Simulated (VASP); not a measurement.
# Be (Fd-3m) in VASP: further runs, part 2 of 2

VASP 6.6.1. The steps go on from the part before.

### Step 4. Relaxation of cell and atoms, BLYP

This run uses another cell than the first one, of 10.95 Å³/atom, 0.660 times its volume.

INCAR

```
SYSTEM = Be
PREC = Accurate
ENCUT = 600
EDIFF = 1E-6
ISMEAR = -1
SIGMA = 0.1
LREAL = .FALSE.
LASPH = .TRUE.
NELM = 80
ALGO = Normal
ISIF = 3
LWAVE = .FALSE.
LCHARG = .FALSE.
GGA = B5
ALDAX = 1.0
AGGAX = 1.0
AGGAC = 1.0
ALDAC = 0.0
IBRION = 2
NSW = 80
EDIFFG = -0.01
```

KPOINTS

```
regular mesh
0
G
  12 12 12
  0 0 0
```

POSCAR

```
Be
1.0
    0.0000000000      2.2207471934      2.2207471934
    2.2207471934      0.0000000000      2.2207471934
    2.2207471934      2.2207471934      0.0000000000
Be
2
Direct
    0.1250000000      0.1250000000      0.1250000000
    0.8750000000      0.8750000000      0.8750000000
```

Potentials or basis: VASP PAW PBE potentials, release 64 (Be).

The run is started by

```console
> cat potpaw_PBE.64/Be/POTCAR > POTCAR
> mpirun -np 1 vasp_std > vasp.out
```

OUTCAR:

```text
SYSTEM = Be
   PREC = Accurate
   ENCUT = 600
   EDIFF = 1E-6
   ISMEAR = -1
   LREAL = .FALSE.
   LASPH = .TRUE.
   NELM = 80
   ISIF = 3
   GGA = B5
   IBRION = 2
   NSW = 80
   EDIFFG = -0.01

 ion  position               nearest neighbor table
   1  0.125  0.125  0.125-   2 1.92   2 1.92   2 1.92   2 1.92
   2  0.875  0.875  0.875-   1 1.92   1 1.92   1 1.92   1 1.92

  LATTYP: Found a face centered cubic cell.
 ALAT       =     4.4414943868

  Lattice vectors:

 A1 = (   0.0000000000,   2.2207471934,   2.2207471934)
 A2 = (   2.2207471934,   0.0000000000,   2.2207471934)
 A3 = (   2.2207471934,   2.2207471934,   0.0000000000)

Analysis of symmetry for initial positions (statically):
=====================================================================
 Subroutine PRICEL returns:
 Original cell was already a primitive cell.

 Routine SETGRP: Setting up the symmetry group for a
 face centered cubic supercell.

 Subroutine GETGRP returns: Found 48 space group operations
 (whereof 12 operations were pure point group operations)
 out of a pool of 48 trial point group operations.

The static configuration has the point symmetry D_3d.
 The point group associated with its full space group is O_h .

Analysis of symmetry for dynamics (positions and initial velocities):
=====================================================================
 Subroutine PRICEL returns:
 Original cell was already a primitive cell.

 Routine SETGRP: Setting up the symmetry group for a
 face centered cubic supercell.

 Subroutine GETGRP returns: Found 48 space group operations
 (whereof 12 operations were pure point group operations)
 out of a pool of 48 trial point group operations.

The dynamic configuration has the point symmetry D_3d.
 The point group associated with its full space group is O_h .

 Subroutine INISYM returns: Found 48 space group operations
 (whereof 12 operations are pure point group operations),
 and found     1 'primitive' translations

----------------------------------------------------------------------------------------

                                     Primitive cell

  volume of cell :      21.9042

  direct lattice vectors                    reciprocal lattice vectors
[... 94 lines left out ...]
   ISYM   =      2    0-nonsym 1-usesym 2-fastsym
   POTIM  = 0.5000    time-step for ionic-motion
   TEBEG  =    0.0;   TEEND  =   0.0 temperature during run
   PSTRESS=    0.0 pullay stress
   NELECT =       4.0000    total number of electrons
   NUPDOWN=      -1.0000    fix difference up-down
   EMIN   =  10.00;   EMAX   =-10.00  energy-range for DOS
   EFERMI =   0.00;   METHOD = LEGACY
   ISMEAR =    -1;   SIGMA  =   0.10  broadening in eV -4-tet -1-fermi 0-gaus
   EFERMI_NEDOS =   21; number of points for ismear=-14 and -15
   IALGO  =     38    algorithm
   IMIX   =      4    mixing-type and parameters
     AMIX     =   0.40;   BMIX     =  1.00
     AMIX_MAG =   1.60;   BMIX_MAG =  1.00
  volume/ion in A,a.u.               =      10.95        73.91
  Fermi-wavevector in a.u.,A,eV,Ry     =   0.928793  1.755165 11.737159  0.862657
  Thomas-Fermi vector in A             =   2.055008
   LORBIT       =      0    0 simple, 1 ext, 2 COOP (PROOUT), +10 PAW based schemes
   GGA     = B5    functional components
   LHFCALC =     F    Hartree Fock is set to
   AEXX    =    0.0000 exact exchange contribution
   IVDW    =     0    specifies the selected vdW correction
   LEPSILON=     F    determine dielectric tensor
   LRPA    =     F    only Hartree local field effects (RPA)
 conjugate gradient relaxation of ions
 non-spin polarized calculation
  energy-cutoff  :      600.00
  volume of cell :       21.90
 maximum number of plane-waves:       751
 NGX is ok and might be reduce to    28
   NGX = 13   NGY = 13   NGZ = 13

--------------------------------------- Ionic step        1  -------------------------------------------

 number of electron       4.0000000 magnetization

 Free energy of the ion-electron system (eV)
  ---------------------------------------------------
  ext. energy  EPLUGINS =         0.00000000
  ---------------------------------------------------
  free energy    TOTEN  =        -2.92697213 eV

  energy without entropy =       -2.89664609  energy(sigma->0) =       -2.91180911

 E-fermi :   3.9026     XC(G=0):  -8.7934

 val. band max:        3.8886487499   @ k =   0.5000   0.3333   0.1667
 cond. band min:       3.9178844789   @ k =  -0.2500   0.1667   0.0000
 fundamental gap:      0.0292357290
 Fermi energy:         3.9026208392

 k-point     1 :       0.0000    0.0000    0.0000
  band No.  band energies     occupation
      1      -4.5203      2.00000
      2       9.5575      0.00000
      3       9.5575      0.00000
      4       9.5575      0.00000
      5      12.5859      0.00000
      6      12.5859      0.00000
[... 386 lines left out ...]
--------------------------------------- Ionic step        6  -------------------------------------------

 number of electron       4.0000000 magnetization

 Free energy of the ion-electron system (eV)
  ---------------------------------------------------
  ext. energy  EPLUGINS =         0.00000000
  ---------------------------------------------------
  free energy    TOTEN  =        -3.42646089 eV

  energy without entropy =       -3.39169383  energy(sigma->0) =       -3.40907736

 E-fermi :   1.9448     XC(G=0):  -7.7407

 val. band max:        1.9284100206   @ k =  -0.2500   0.2500   0.0000
 cond. band min:       1.9704509455   @ k =  -0.4167   0.3333   0.1667
 fundamental gap:      0.0420409249
 Fermi energy:         1.9448258554

 k-point     1 :       0.0000    0.0000    0.0000
  band No.  band energies     occupation
      1      -5.0383      2.00000
      2       6.3657      0.00000
      3       6.3657      0.00000
      4       6.3657      0.00000
      5       9.0481      0.00000
      6       9.0481      0.00000
[... 236 lines left out ...]
  FREE ENERGIE OF THE ION-ELECTRON SYSTEM (eV)
  ---------------------------------------------------
  free  energy   TOTEN  =        -3.4264608927 eV

  energy  without entropy=       -3.3916938337  energy(sigma->0) =       -3.40907736

 reached required accuracy - stopping structural energy minimisation
```

OSZICAR:

```text
N       E                     dE             d eps       ncg     rms          rms(c)
DAV:   1     0.156552847106E+01    0.15655E+01   -0.17587E+03   864   0.597E+02
DAV:   2    -0.301066801202E+01   -0.45762E+01   -0.43469E+01  1344   0.587E+01
DAV:   3    -0.305521046764E+01   -0.44542E-01   -0.44191E-01  1092   0.551E+00
DAV:   4    -0.305526475835E+01   -0.54291E-04   -0.54287E-04  1296   0.224E-01
[... 34 lines left out ...]
DAV:   4    -0.342642171401E+01   -0.40862E-07   -0.48476E-08   456   0.194E-03
   5 F= -.34264217E+01 E0= -.34090294E+01  d E =-.499450E+00
       N       E                     dE             d eps       ncg     rms          rms(c)
DAV:   1    -0.342646258418E+01   -0.40911E-04   -0.19822E-04  1086   0.122E-01    0.644E-03
DAV:   2    -0.342646155439E+01    0.10298E-05   -0.12018E-06   942   0.904E-03    0.410E-03
DAV:   3    -0.342646089271E+01    0.66168E-06   -0.64260E-07   456   0.613E-03
   6 F= -.34264609E+01 E0= -.34090774E+01  d E =-.391787E-04
```

Run time: 60 s. Hardware: 1 thread of Intel Xeon 6975P-C, shared host; peak memory 0.15 GiB.

Results:

| Property | Result |
| --- | --- |
| Free energy | -3.4265 eV |
| Relaxed volume | 15.39 Å³/atom |
| Relaxed cell | a = 3.517 Å, b = 3.517 Å, c = 3.517 Å, α = 60.00°, β = 60.00°, γ = 60.00° |
| Space group after relaxing (to 0.05 Å) | Fd-3m (No. 227) |
| Energy gained by relaxing | 249.7 meV/atom |
| Ionic steps | 6 |
| Pressure after relaxing | -0.1 GPa |
| Band gap on the k mesh | zero (band 2 reaches 6.37 eV, above the bottom of band 3 at 0.78 eV) |

Step by step:
| step | energy change (eV) | largest force (eV/Å) | pressure (GPa) | volume (Å³) |
| --- | --- | --- | --- | --- |
| 1 | 0.0000 | 0.0000 | 23.34 | 21.90 |
| 2 | -0.4468 | 0.0000 | 5.47 | 27.36 |
| 3 | -0.4964 | 0.0000 | 1.16 | 29.86 |
| 4 | -0.4995 | 0.0000 | 0.11 | 30.64 |
| 5 | -0.4994 | 0.0000 | -0.14 | 30.84 |
| 6 | -0.4995 | 0.0000 | -0.06 | 30.77 |

Final structure:
```
Be
1.0
     0.00000    2.48723    2.48723
     2.48723    0.00000    2.48723
     2.48723    2.48723    0.00000
Be
2
Direct
  0.12500 0.12500 0.12500
  0.87500 0.87500 0.87500
```

Caveat: the volume moved by over 15 % at a fixed basis, so the end points are rough; the PAW data sets were made with another functional, which shifts forces and pressure a little.

### Step 5. Single point, BLYP

This run uses another cell than the first one, of 15.36 Å³/atom, 0.926 times its volume.

INCAR

```
PREC = Accurate
ENCUT = 520
EDIFF = 1E-7
ISMEAR = -1
SIGMA = 0.1
LREAL = F
LASPH = T
NELM = 100
ALGO = Normal
ISIF = 2
LWAVE = F
LCHARG = T
GGA = B5
ALDAX = 1.0
AGGAX = 1.0
AGGAC = 1.0
ALDAC = 0.0
LELF = T
LVHAR = T
NBANDS = 9
```

KPOINTS

```
regular mesh
0
Gamma
  18 18 18
```

POSCAR

```
Be
1.0
    0.0000000000      2.4857320245      2.4857320245
    2.4857320245      0.0000000000      2.4857320245
    2.4857320245      2.4857320245      0.0000000000
Be
2
Direct
    0.1250000000      0.1250000000      0.1250000000
    0.8750000000      0.8750000000      0.8750000000
```

The run is started by

```console
> cat potpaw_PBE.64/Be/POTCAR > POTCAR
> mpirun -np 1 vasp_std > vasp.out
```

Run time: 50 s. Hardware: 1 thread of Intel Xeon 6975P-C, shared host; peak memory 0.18 GiB.

The run converged. Its results:

| Quantity | Value |
| --- | --- |
| Free energy | -3.4279 eV |
| Pressure | 0.0 GPa |
| Band gap on the k mesh | zero (band 2 reaches 6.38 eV, above the bottom of band 3 at 0.70 eV) |

Levels at points of the mesh, in eV from the Fermi level:
```tsv
k point	band 1	band 2	band 3	band 4	band 5	band 6	band 7
(0.00, 0.00, 0.00)	-6.99	4.42	4.42	4.42	7.11	7.11	7.11
(0.50, 0.00, 0.00)	-3.64	-3.22	2.80	2.80	8.35	8.35	9.97
(0.50, 0.50, 0.00)	-2.34	-2.34	0.69	0.69	6.29	6.29	14.49
```

Caveat: the PAW data sets were made with another functional, which shifts forces and pressure a little.

### Step 6. Summary

| task | cell | k mesh | cutoff (eV) | gap on the mesh (eV) | pressure (GPa) |
| --- | --- | --- | --- | --- | --- |
| single point | a = 3.607 Å, angles 60.0°, 2 atoms | 12 × 12 × 12 | 520 | none | -2.6 |
| single point | a = 3.651 Å, angles 60.0°, 2 atoms | 12 × 12 × 12 | 520 | none | -3.6 |
| relaxation of cell and atoms | relaxed from a = 3.141 Å, angles 60.0°, 2 atoms | 12 × 12 × 12 | 600 | none | -0.1 |
| single point | a = 3.515 Å, angles 60.0°, 2 atoms | 18 × 18 × 18 | 520 | none | 0.0 |

Alike in all rows: level BLYP; potentials or basis VASP PAW PBE potentials, release 64 (Be); no spin polarisation; smearing fermi-dirac 0.1 eV.

Caveats: the PAW data sets were made with another functional, which shifts forces and pressure a little; the volume moved by over 15 % at a fixed basis, so the end points are rough (some runs).

Absolute energies hang on the potentials; compare differences alone.
